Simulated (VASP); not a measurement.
# ScAl3 in VASP: a series of runs

ScAl3 is run at these levels: PBE; tasks: single point.

Program: VASP 6.6.1. These are calculated values, not measurements. Logs are shortened: lines on timing, memory, paths and dates and some standing lists are left out, and cuts for length are marked.

## (1) The cell of the first run

The cell holds an amorphous packing of atoms, 16 atoms: a = 7.028 Å, b = 6.647 Å, c = 6.679 Å, α = 84.44°, β = 90.08°, γ = 86.64°.

## (2) Single point, PBE

INCAR reads:

```
SYSTEM = ScAl3
ALGO = Normal
EDIFF = 1E-6
ENCUT = 520
GGA = PE
ISIF = 2
ISMEAR = -1
ISYM = 0
LASPH = .TRUE.
LCHARG = .TRUE.
LELF = .TRUE.
LREAL = Auto
LVHAR = .TRUE.
LWAVE = .FALSE.
NBANDS = 54
NELM = 80
PREC = Accurate
SIGMA = 0.0715
```

KPOINTS reads:

```
Automatic mesh
0
Gamma
  1 1 1
  0.25 0.25 0.25
```

POSCAR reads:

```
ScAl3
1.0
    7.0248240000      0.2007760000     -0.0094590000
    0.2007760000      6.6358760000      0.3234210000
   -0.0094590000      0.3234210000      6.6710660000
Sc Al
4 12
Direct
    0.4482443169      0.1942555394      0.4886653231
    0.7333573122      0.4902670280      0.2361666298
    0.7702179366      0.9334259254      0.6788211877
    0.4256368839      0.7083588669      0.9732167192
    0.1232500694      0.5215765761      0.7930123918
    0.9928777596      0.6320764198      0.4387662846
    0.1869903565      0.3950469606      0.1593501337
    0.9203274953      0.1649517599      0.9552839853
    0.4700911002      0.2831020815      1.0098685028
    0.9865360552      0.2703200855      0.5518493524
    1.0286907214      0.7773446706      0.0349320176
    0.7005767942      0.4633247004      0.7429070283
    0.6553768686      0.9380864908      0.2234283605
    0.1934776358      0.9254672701      0.7007036889
    0.4745085638      0.7670554399      0.5076086099
    0.1966941669      1.0060849774      0.2877283062
```

Potentials or basis: VASP PAW PBE potentials, release 64 (Sc_sv, Al).

Run with:

```bash
$ cat potpaw_PBE.64/Sc_sv/POTCAR potpaw_PBE.64/Al/POTCAR > POTCAR
$ mpirun -np 1 vasp_std > vasp.out
```

OUTCAR:

```text
SYSTEM = ScAl3
   EDIFF = 1E-6
   ENCUT = 520
   GGA = PE
   ISIF = 2
   ISMEAR = -1
   ISYM = 0
   LASPH = .TRUE.
   LREAL = Auto
   NELM = 80
   PREC = Accurate

 ion  position               nearest neighbor table
   1  0.448  0.194  0.489-  16 2.66  15 2.83  14 2.88  13 2.91   3 2.97   7 3.02  12 3.19   9 3.20
                             2 3.25  10 3.29
   2  0.733  0.490  0.236-   6 2.55   9 2.88  10 2.97  13 2.99   4 3.00  11 3.12  15 3.20   8 3.22
                             1 3.25   7 3.26  12 3.32  12 3.38
   3  0.770  0.933  0.679-  15 2.71   8 2.76  10 2.84   1 2.97  14 2.98   6 3.05  11 3.05  13 3.14
                            12 3.18
   4  0.426  0.708  0.973-  14 2.70   9 2.81  11 2.84   5 2.85  13 2.92   7 2.93  12 2.98   2 3.00
                            15 3.12  16 3.37
   5  0.123  0.522  0.793-  11 2.52   7 2.54   6 2.56  10 2.65  14 2.77   4 2.85   8 2.95  12 3.04
                             9 3.11
   6  0.993  0.632  0.439-  10 2.45   2 2.55   5 2.56  11 2.79   7 2.85  16 3.03   3 3.05  12 3.07
                            14 3.13  13 3.27
   7  0.187  0.395  0.159-   9 2.34   5 2.54  16 2.64  11 2.76   6 2.85   8 2.91   4 2.93   1 3.02
                            10 3.04   2 3.26
   8  0.920  0.165  0.955-  11 2.65  12 2.72   3 2.76  10 2.76   7 2.91   5 2.95  13 2.96  16 3.02
                            14 3.05   2 3.22   9 3.24
   9  0.470  0.283  0.010-   7 2.34  12 2.66   4 2.81  13 2.83   2 2.88   5 3.11   1 3.20  16 3.21
                             8 3.24
  10  0.987  0.270  0.552-   6 2.45   5 2.65  12 2.71  14 2.74   8 2.76   3 2.84  16 2.95   2 2.97
                             7 3.04   1 3.29
  11  0.029  0.777  0.035-   5 2.52   8 2.65  14 2.65  16 2.69   7 2.76   6 2.79   4 2.84   3 3.05
[... 9 lines left out ...]
  16  0.197  0.006  0.288-   7 2.64   1 2.66  11 2.69  14 2.76  15 2.77  10 2.95   8 3.02   6 3.03
                             9 3.21  13 3.26   4 3.37

IMPORTANT INFORMATION: All symmetrisations will be switched off!
NOSYMM: (Re-)initialisation of all symmetry stuff for point group C_1.

----------------------------------------------------------------------------------------

                                     Primitive cell

  volume of cell :     309.9719

  direct lattice vectors                    reciprocal lattice vectors
     7.024824000  0.200776000 -0.009459000     0.142476656 -0.004330873  0.000411985
     0.200776000  6.635876000  0.323421000    -0.004330873  0.151184571 -0.007335744
    -0.009459000  0.323421000  6.671066000     0.000411985 -0.007335744  0.150257310

  length of vectors
     7.027698962  6.646785872  6.678908009     0.142543059  0.151424385  0.150436837

  position of ions in fractional coordinates (direct lattice)
     0.448244317  0.194255539  0.488665323
     0.733357312  0.490267028  0.236166630
     0.770217937  0.933425925  0.678821188
[... 91 lines left out ...]
   NELECT =      80.0000    total number of electrons
   NUPDOWN=      -1.0000    fix difference up-down
   EMIN   =  10.00;   EMAX   =-10.00  energy-range for DOS
   EFERMI =   0.00;   METHOD = LEGACY
   ISMEAR =    -1;   SIGMA  =   0.07  broadening in eV -4-tet -1-fermi 0-gaus
   EFERMI_NEDOS =   21; number of points for ismear=-14 and -15
   IALGO  =     38    algorithm
   IMIX   =      4    mixing-type and parameters
     AMIX     =   0.40;   BMIX     =  1.00
     AMIX_MAG =   1.60;   BMIX_MAG =  1.00
  volume/ion in A,a.u.               =      19.37       130.74
  Fermi-wavevector in a.u.,A,eV,Ry     =   1.042311  1.969682 14.781539  1.086412
  Thomas-Fermi vector in A             =   2.176971
   LORBIT       =      0    0 simple, 1 ext, 2 COOP (PROOUT), +10 PAW based schemes
   GGA     = PE    functional components
   LHFCALC =     F    Hartree Fock is set to
   AEXX    =    0.0000 exact exchange contribution
   IVDW    =     0    specifies the selected vdW correction
   LEPSILON=     F    determine dielectric tensor
   LRPA    =     F    only Hartree local field effects (RPA)
 non-spin polarized calculation
  energy-cutoff  :      520.00
  volume of cell :      309.97
 maximum number of plane-waves:      8348
 NGX is ok and might be reduce to    54
   NGX = 27   NGY = 25   NGZ = 25

 number of electron      79.9999999 magnetization

 Free energy of the ion-electron system (eV)
  ---------------------------------------------------
  ext. energy  EPLUGINS =         0.00000000
  ---------------------------------------------------
  free energy    TOTEN  =       -70.25541252 eV

  energy without entropy =      -70.06826022  energy(sigma->0) =      -70.16183637

 E-fermi :   5.8875     XC(G=0):  -9.8393

 val. band max:        5.7972619948   @ k =   0.2500   0.2500   0.2500
 cond. band min:       5.9592166396   @ k =   0.2500   0.2500   0.2500
 fundamental gap:      0.1619546447
 Fermi energy:         5.8875336501

 k-point     1 :       0.2500    0.2500    0.2500
  band No.  band energies     occupation
      1     -43.5042      2.00000
      2     -43.3958      2.00000
      3     -43.3586      2.00000
      4     -43.3163      2.00000
      5     -22.2603      2.00000
      6     -22.2140      2.00000
[... 44 lines left out ...]
     51       7.8700      0.00000
     52       7.9661      0.00000
 [bands above 52 left out]

------------------------ aborting loop because EDIFF is reached ----------------------------------------

  FORCE on cell =-STRESS in cart. coord.  units (eV):
  Direction    XX          YY          ZZ          XY          YZ          ZX
  --------------------------------------------------------------------------------------
  -------------------------------------------------------------------------------------
  Total        5.8294308      4.4845080      2.0601559     -0.5568986     -5.4673813      2.9633141
  in kB       30.1310558     23.1794431     10.6484963     -2.8784875    -28.2597009     15.3167238
  external PRESSURE =      21.3196651 kB  Pullay stress =       0.0000000 kB

 VOLUME and BASIS-vectors are now :
 -----------------------------------------------------------------------------
  energy-cutoff  :      520.00
  volume of cell :      309.97
      direct lattice vectors                 reciprocal lattice vectors
     7.024824000  0.200776000 -0.009459000     0.142476656 -0.004330873  0.000411985
     0.200776000  6.635876000  0.323421000    -0.004330873  0.151184571 -0.007335744
    -0.009459000  0.323421000  6.671066000     0.000411985 -0.007335744  0.150257310

 POSITION                                       TOTAL-FORCE (eV/Angst)
 -----------------------------------------------------------------------------------
      3.18322      1.53710      3.31851        -0.496595      1.236111      0.236977
      5.24791      3.47697      1.72711         0.260323     -0.783363     -0.481489
      5.59163      6.56828      4.82307         0.543997     -0.248506      0.937951
      3.12304      5.10080      6.71746         0.284960      0.345456      0.237598
      0.96303      3.74234      5.45776         0.736343     -0.279871     -0.356472
      7.09755      4.53563      3.12207         0.686196      1.903356     -0.446938
[... 8 lines left out ...]
      3.48254      5.34953      3.62988        -0.398875     -1.460475      0.032659
      1.38024      0.17293      1.91956        -0.188731     -0.124409     -0.453114
 -----------------------------------------------------------------------------------
    total drift:                               -0.006510     -0.008008      0.002703

  FREE ENERGIE OF THE ION-ELECTRON SYSTEM (eV)
  ---------------------------------------------------
  free  energy   TOTEN  =       -70.2554125232 eV

  energy  without entropy=      -70.0682602204  energy(sigma->0) =      -70.16183637
```

OSZICAR:

```text
N       E                     dE             d eps       ncg     rms          rms(c)
DAV:   1     0.101192114098E+04    0.10119E+04   -0.31473E+04   108   0.133E+03
DAV:   2     0.584393108111E+02   -0.95348E+03   -0.92905E+03   148   0.540E+02
DAV:   3    -0.640017979695E+02   -0.12244E+03   -0.11443E+03   192   0.193E+02
DAV:   4    -0.769312319080E+02   -0.12929E+02   -0.12335E+02   192   0.596E+01
DAV:   5    -0.773214965125E+02   -0.39026E+00   -0.38519E+00   184   0.103E+01    0.152E+01
DAV:   6    -0.709693205973E+02    0.63522E+01   -0.30884E+01   176   0.305E+01    0.589E+00
DAV:   7    -0.704695580093E+02    0.49976E+00   -0.38856E+00   184   0.130E+01    0.384E+00
DAV:   8    -0.702925223792E+02    0.17704E+00   -0.89178E-01   176   0.705E+00    0.133E+00
DAV:   9    -0.702623946886E+02    0.30128E-01   -0.20563E-01   168   0.352E+00    0.665E-01
DAV:  10    -0.702564811407E+02    0.59135E-02   -0.39245E-02   160   0.165E+00    0.312E-01
DAV:  11    -0.702557151390E+02    0.76600E-03   -0.85829E-03   160   0.829E-01    0.195E-01
DAV:  12    -0.702554288704E+02    0.28627E-03   -0.27509E-03   168   0.447E-01    0.107E-01
DAV:  13    -0.702554133622E+02    0.15508E-04   -0.51257E-04   184   0.168E-01    0.552E-02
DAV:  14    -0.702554192005E+02   -0.58384E-05   -0.10336E-04   176   0.919E-02    0.228E-02
DAV:  15    -0.702554125146E+02    0.66860E-05   -0.42729E-05   176   0.582E-02    0.871E-03
DAV:  16    -0.702554125232E+02   -0.86866E-08   -0.33480E-06   112   0.147E-02
   1 F= -.70255413E+02 E0= -.70161836E+02  d E =-.187152E+00
```

stdout:

```text
POSCAR found type information on POSCAR ScAl
 POSCAR found :  2 types and      16 ions
 scaLAPACK will be used
 LDA part: xc-table for (Slater+PW92), standard interpolation
 POSCAR, INCAR and KPOINTS ok, starting setup
 FFT: planning ... GRIDC
 FFT: planning ... GRID_SOFT
 FFT: planning ... GRID
 WAVECAR not read
 entering main loop
```

Run time: 43 s. Hardware: 1 thread of Intel Xeon Platinum 8559C (Emerald Rapids), shared host; peak memory 0.33 GiB.

Results:

```
Free energy            : -70.2554 eV
Pressure               : 2.1 GPa
Largest force          : 2.727 eV/Å
Band gap on the k mesh : 0.16 eV
```

Forces on the atoms (eV/Å):
```
Sc  -0.497  1.236  0.237
Sc   0.260 -0.783 -0.481
Sc   0.544 -0.249  0.938
Sc   0.285  0.345  0.238
Al   0.736 -0.280 -0.356
Al   0.686  1.903 -0.447
Al  -1.902  0.467  1.899
Al   0.197  0.202  0.354
Al   1.692 -1.768 -0.759
Al   0.373 -1.029 -0.296
Al  -1.342  0.434  1.082
Al  -0.199  0.181 -0.584
Al   0.907  0.542 -0.871
Al  -1.155  0.382 -0.531
Al  -0.399 -1.460  0.033
Al  -0.189 -0.124 -0.453
```

Levels at points of the mesh, in eV from the valence-band top:
| k point | band 37 | band 38 | band 39 | band 40 | band 41 | band 42 | band 43 | band 44 |
| --- | --- | --- | --- | --- | --- | --- | --- | --- |
| (0.25, 0.25, 0.25) | -0.62 | -0.43 | -0.12 | 0.00 | 0.16 | 0.70 | 0.88 | 1.03 |

Caveat: the k points lie up to 0.95 Å⁻¹ apart.

## (3) Single point, PBE

INCAR reads:

```
PREC     = Accurate       # precision mode
ENCUT    = 520            # plane-wave cutoff, eV
EDIFF    = 1E-6           # SCF threshold, eV
ISMEAR   = -1             # smearing method
SIGMA    = 0.05           # smearing width, eV
LREAL    = Auto         
LASPH    = T              # aspherical terms in the spheres
NELM     = 100            # most SCF steps
ALGO     = Normal         # electronic algorithm
ISIF     = 2              # what is computed and relaxed
LWAVE    = F              # write WAVECAR
LCHARG   = F              # write CHGCAR
GGA      = PE             # functional
NBANDS   = 54             # bands
ISYM     = 0
```

KPOINTS is that of step 2.

POSCAR reads:

```
ScAl3
1.0
    7.0248240000      0.2007760000     -0.0094590000
    0.2007760000      6.6358760000      0.3234210000
   -0.0094590000      0.3234210000      6.6710660000
Sc Al
4 12
Direct
    0.4417496904      0.2234057189      0.4921591856
    0.7567255445      0.4643774981      0.2567525838
    0.7311632730      0.9302186720      0.7514422463
    0.4232431615      0.7149836486      1.0147241431
    0.1591918310      0.5276364297      0.7917673268
    1.0038948374      0.6860970389      0.4372942272
    0.1844467632      0.4196927527      0.1790126544
    0.9669735821      0.1613823653      0.9707086030
    0.4918955159      0.2392309975     -0.0127637005
    1.0051830748      0.2679411870      0.5289510282
    0.0010735579      0.7622318411      0.0277423984
    0.7339275208      0.4708764477      0.7213608573
    0.7106571622      0.9201085749      0.2554400857
    0.1749426810      0.9270586242      0.6975015021
    0.4570840273      0.7324201421      0.5087463537
    0.2153861442      0.0365493791      0.2720153722
```

Potentials or basis: VASP PAW PBE potentials, release 64 (Sc_sv, Al).

Run with:

```bash
$ cat potpaw_PBE.64/Sc_sv/POTCAR potpaw_PBE.64/Al/POTCAR > POTCAR
$ mpirun -np 1 vasp_std > vasp.out
```

It took 28 s on 1 thread of Intel Xeon Platinum 8559C (Emerald Rapids), shared host; peak memory 0.33 GiB.

It converged, with:

| Quantity | Value |
| --- | --- |
| Free energy | -71.3906 eV |
| Pressure | -1.3 GPa |
| Largest force | 1.296 eV/Å |
| Band gap on the k mesh | 0.20 eV |

Forces in eV/Å, atoms in the order of the input:
```
Sc   0.149  0.198  0.703
Sc  -0.573  0.227 -0.982
Sc   0.549  0.873 -0.431
Sc  -0.016  0.053 -0.114
Al   0.540 -0.777 -0.487
Al   0.095  0.075  0.040
Al  -0.102 -0.314  0.444
Al  -0.510  0.256 -0.477
Al   0.371 -0.046  0.466
Al   0.310 -0.292  0.671
Al  -0.131  0.663  1.106
Al  -0.415 -0.306  0.205
Al  -0.409  0.555 -0.710
Al   0.109  0.087 -0.239
Al   0.259 -0.133 -0.029
Al  -0.227 -1.122 -0.167
```

Stress tensor (GPa, compression positive):
```
-1.31 -0.72  2.25
-0.72 -1.64 -3.95
 2.25 -3.95 -0.81
```

Levels at points of the mesh, in eV from the valence-band top:
| k point | band 38 | band 39 | band 40 | band 41 | band 42 | band 43 |
| --- | --- | --- | --- | --- | --- | --- |
| (0.25, 0.25, 0.25) | -0.30 | -0.09 | 0.00 | 0.20 | 0.72 | 0.91 |

Caveat: the k points lie up to 0.95 Å⁻¹ apart.
